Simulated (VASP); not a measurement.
# Mo: single point with LDA

The system is Mo.

```
CELL_PARAMETERS angstrom
0.00000 1.95199 2.14719
1.95199 0.00000 2.14719
1.95199 1.95199 0.00000
ATOMIC_POSITIONS crystal
Mo 0.00000 0.00000 0.00000
```

This cell differs from its parent crystal: ratio of the length along z to the lengths across it x 1.1, volume and fractional coordinates fixed.

```
Program                : VASP 6.6.1
Task                   : single point
Functional             : LDA
Potentials or basis    : VASP PAW LDA potentials, release 64 (Mo_sv)
Cutoff                 : 520 eV
k mesh                 : 22 × 22 × 22
Occupations            : gaussian, width 0.15 eV
Spin                   : no spin polarisation
Dipole correction      : no
Further INCAR settings : ALGO = Fast; EDIFF = 1e-06; NBANDS = 13
```

```json
{"Pressure": "-15.4 GPa", "Band gap on the k mesh": "zero (bands 7 and 8 overlap by 4.07 eV)"}
```

Stress tensor (GPa, compression positive):
```
-18.39   0.00   0.00
  0.00 -18.39   0.00
  0.00   0.00  -9.47
```

Levels at points of the mesh, in eV from the Fermi level:
| k point | band 3 | band 4 | band 5 | band 6 | band 7 | band 8 | band 9 | band 10 | band 11 | band 12 |
| --- | --- | --- | --- | --- | --- | --- | --- | --- | --- | --- |
| (0.00, 0.00, 0.00) | -34.06 | -34.06 | -6.80 | -1.57 | -0.40 | -0.40 | 0.84 | 2.48 | 13.10 | 16.26 |
| (0.50, 0.00, 0.00) | -34.37 | -34.14 | -4.66 | -1.58 | -0.42 | 1.42 | 3.46 | 4.02 | 10.69 | 12.56 |
| (0.50, 0.50, 0.00) | -34.39 | -34.39 | -4.92 | -4.19 | 2.62 | 3.83 | 4.24 | 4.24 | 12.25 | 13.09 |
| (0.50, 0.00, 0.50) | -34.71 | -34.52 | -5.00 | -4.30 | 3.52 | 3.67 | 4.42 | 5.00 | 11.04 | 12.44 |

Run time: 3 min on 1 thread of Intel Xeon 8259CL, with other jobs on the host, peak memory 0.27 GiB.

Caveat: the stress differs along the axes, from -18 to -9 GPa.
